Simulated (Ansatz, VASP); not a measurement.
**TiAl in VASP and in Ansatz**

```xyz
2
Lattice="2.9576 0.0000 0.0000 0.0000 2.9576 0.0000 0.0000 0.0000 3.6947" Properties=species:S:1:pos:R:3 pbc="T T T"
Ti    0.0000    0.0000    0.0000
Al    1.4788    1.4788    1.8473
```

Alike in both runs: task single point; functional LDA; k mesh 16 × 16 × 16; occupations gaussian, width 0.15 eV; no spin polarisation.

|  | VASP | Ansatz |
| --- | --- | --- |
| version | VASP 6.6.1 | Ansatz 0.2.0 |
| potentials or method | VASP PAW LDA potentials, release 64 (Ti_sv, Al), cutoff 520 eV | scalar-relativistic, plane waves, PAW |
| valence electrons in the cell | 15 | 15 |

|  | VASP | Ansatz | Ansatz less VASP |
| --- | --- | --- | --- |
| gap on the k mesh at the Fermi level (eV) | none | none | - |
| pressure (GPa) | -6.4 | -6.4 | -0.07 |
| traceless stress, the component that is largest in VASP (GPa) | 5.40 | 5.40 | +0.003 |

Ansatz warns that its potentials were made for another functional, while VASP's fit it. LDA's correlation is that of Perdew and Zunger in VASP and of Perdew and Wang (1992) in Ansatz. A gap of «none» marks a metal or a gap that the smearing closes.
